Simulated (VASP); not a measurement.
Input of a VASP 6.6.1 run:

The input INCAR:

```
ALGO = Normal ; DIPOL = 0.5 0.5 0.301
EDIFF = 1E-7 ; ENCUT = 520
GGA = PE ; IDIPOL = 3
ISIF = 2 ; ISMEAR = 0
IVDW = 12 ; LASPH = T
LCHARG = T ; LDIPOL = T
LELF = T ; LREAL = Auto
LVACPOTAV = T ; LVHAR = T
LWAVE = F ; NBANDS = 44
NELM = 80 ; PREC = Accurate
SIGMA = 0.1
```

Contents of KPOINTS:

```
k-points
0
Gamma
  5 4 1
```

The input POSCAR:

```
Al16Au
1.0
    5.6324246412      0.0000000000      0.0000000000
    0.0000000000      7.9654513166      0.0000000000
    0.0000000000      0.0000000000     21.2293510975
Al Au
16 1
Direct
    0.2500000000      0.2500000000      0.1884183827
    0.2500000000      0.7500000000      0.1884183827
    0.7500000000      0.2500000000      0.1884183827
    0.7500000000      0.7500000000      0.1884183827
    0.0000000000      0.0000000000      0.2547466541
    0.0000000000      0.5000000000      0.2547466541
    0.5000000000      0.0000000000      0.2547466541
    0.5000000000      0.5000000000      0.2547466541
    0.2500000000      0.2500000000      0.3240951258
    0.2500000000      0.7500000000      0.3240951258
    0.7500000000      0.2500000000      0.3240951258
    0.7500000000      0.7500000000      0.3240951258
    0.0000000000      0.0000000000      0.3876402562
    0.0000000000      0.5000000000      0.3876402562
    0.5000000000      0.0000000000      0.3876402562
    0.5000000000      0.5000000000      0.3876402562
    0.1666666667      0.0000000000      0.4912703667
```

Potentials or basis: VASP PAW PBE potentials, release 64 (Al, Au).

Command:

```bash
$ cat potpaw_PBE.64/Al/POTCAR potpaw_PBE.64/Au/POTCAR > POTCAR
$ mpirun -np 1 vasp_std > vasp.out
```

Question: What does it give for the band gap on the k mesh?

Answer: Zero (an odd number of electrons rules out a gap without spin polarisation).

Question: What does it give for the dispersion energy per atom?

Answer: -0.215 eV.

Question: Predict the largest force.

Answer: 0.643 eV/Å.

Forces on the atoms (eV/Å):
```
Al   0.012 -0.013  0.179
Al   0.012  0.013  0.179
Al   0.008  0.009  0.167
Al   0.008 -0.009  0.167
Al  -0.184  0.000 -0.179
Al  -0.053  0.000 -0.084
Al   0.202  0.000 -0.141
Al   0.030  0.000 -0.074
Al   0.058 -0.002 -0.077
Al   0.058  0.002 -0.077
Al  -0.030 -0.085 -0.057
Al  -0.030  0.085 -0.057
Al  -0.536  0.000  0.032
Al  -0.002  0.000  0.035
Al   0.032  0.000  0.469
Al  -0.006  0.000  0.004
Au   0.419  0.000 -0.487
```

Caveat: spin-orbit coupling is left out, which moves the levels of the heavy elements.
